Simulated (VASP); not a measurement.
Input of a VASP 6.6.1 run:

The input INCAR:

```
SYSTEM = PIr
ALGO = Normal
EDIFF = 1E-6
ENCUT = 520
GGA = PE
ISIF = 2
ISMEAR = -1
LASPH = .TRUE.
LCHARG = .FALSE.
LREAL = .FALSE.
LWAVE = .FALSE.
NBANDS = 14
NELM = 100
PREC = Accurate
SIGMA = 0.05
```

File KPOINTS:

```
k-points
0
G
  13 13 13
  0 0 0
```

File POSCAR:

```
PIr
1.0
    0.0000000000      2.4648029302      2.4648029302
    2.4648029302      0.0000000000      2.4648029302
    2.4648029302      2.4648029302      0.0000000000
Ir P
1 1
Direct
    0.0000000000      0.0000000000      0.0000000000
    0.5000000000      0.5000000000      0.5000000000
```

Potentials or basis: VASP PAW PBE potentials, release 64 (Ir, P).

Run with:

```bash
$ cat potpaw_PBE.64/Ir/POTCAR potpaw_PBE.64/P/POTCAR > POTCAR
$ mpirun -np 1 vasp_std > vasp.out
```

Task: Predict the pressure.

Result: 0.4 GPa.

Task: Estimate the band gap on the k mesh.

Result: Zero (bands 7 and 8 overlap by 1.43 eV).

Caveat: spin-orbit coupling is left out, which moves the levels of the heavy elements.
